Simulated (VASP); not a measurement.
PbS:

```xyz
2
Lattice="0.0000 2.9872 2.9872 2.9872 0.0000 2.9872 2.9872 2.9872 0.0000" Properties=species:S:1:pos:R:3 pbc="T T T"
Pb    0.0000    0.0000    0.0000
S     2.9872    2.9872    2.9872
```

Base run:

| Property | Result |
| --- | --- |
| Program | VASP 6.6.1 |
| Functional | r2SCAN |
| Potentials or basis | VASP PAW PBE potentials, release 64 (Pb_d, S) |
| Cutoff | 520 eV |
| k mesh | 8 × 8 × 8 |
| Occupations | gaussian, width 0.01 eV |
| Spin | no spin polarisation |

Its results: band gap on the k mesh 0.70 eV, direct; pressure 0.0 GPa.

The run is repeated on the same cell with these changes: functional from r2SCAN to PBE; k mesh from 8 × 8 × 8 to 4 × 4 × 4. What comes out?

Band gap on the k mesh 0.44 eV, direct; pressure 0.9 GPa.

Several settings changed at once, so the effect can't be laid on one alone.

Caveats: some runs use coarse meshes; spin-orbit coupling is left out, which moves the levels of the heavy elements; the PAW data sets were made with another functional, which shifts forces and pressure a little (some runs).

A k mesh can miss the band edges.
